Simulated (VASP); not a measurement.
Crystal: Hf3SiO8.

```xyz
12
Lattice="3.3889 -3.3889 0.0000 3.3889 3.3889 0.0000 0.0000 0.0000 6.3831" Properties=species:S:1:pos:R:3 pbc="T T T"
Hf    0.0000    0.0000    4.7873
Hf    0.0000    0.0000    1.5958
Hf    3.3889    0.0000    3.1915
Si    3.3889    0.0000    0.0000
O     1.3214    0.0000    0.0000
O     1.3214    0.0000    3.1915
O     3.3889   -1.3214    4.7873
O     3.3889   -1.3214    1.5958
O     3.3889    1.3214    4.7873
O     3.3889    1.3214    1.5958
O     5.4565    0.0000    0.0000
O     5.4565    0.0000    3.1915
```

| Property | Result |
| --- | --- |
| Program | VASP 6.6.1 |
| Task | relaxation of cell and atoms |
| Functional | PBE |
| Potentials or basis | VASP PAW PBE potentials, release 64 (Hf_pv, Si, O) |
| Cutoff | 600 eV |
| k mesh | 4 × 4 × 4 |
| Occupations | gaussian, width 0.1 eV |
| Spin | no spin polarisation |

At the start: pressure -5.9 GPa; volume 12.22 Å³/atom.

Question: How do energy, volume and symmetry change on relaxing?

Answer: Over 12 steps the energy falls by 166.1 meV/atom and the volume is 11.43 Å³/atom (-6.4 %); space group Cmmm (No. 65, to 0.05 Å).

Step by step:
```tsv
step	energy change (eV)	largest force (eV/Å)	pressure (GPa)	volume (Å³)
1	0.0000	2.8604	-5.88	146.62
2	-1.6283	1.8002	2.66	137.26
3	-1.6425	1.9970	4.13	136.32
4	-1.7107	1.9303	-2.90	138.37
5	-1.9310	0.7336	-0.28	137.41
6	-1.9710	0.5354	-0.03	137.09
7	-1.9853	0.2704	-0.20	137.20
8	-1.9920	0.0991	0.29	136.93
9	-1.9920	0.0986	0.32	136.92
10	-1.9933	0.1207	-0.14	137.23
11	-1.9934	0.0677	-0.03	137.15
12	-1.9937	0.0171	0.00	137.18
```

Final structure:
```
CELL_PARAMETERS angstrom
3.32477 -3.31895 0.00000
3.32477 3.31895 0.00000
0.00000 0.00000 6.21590
ATOMIC_POSITIONS crystal
Hf 0.00000 0.00000 0.76013
Hf 0.00000 0.00000 0.23987
Hf 0.50000 0.50000 0.50000
Si 0.50000 0.50000 0.00000
O 0.21837 0.21837 0.00000
O 0.19285 0.19285 0.50000
O 0.68417 0.31583 0.77910
O 0.68417 0.31583 0.22090
O 0.31583 0.68417 0.77910
O 0.31583 0.68417 0.22090
O 0.78163 0.78163 0.00000
O 0.80715 0.80715 0.50000
```
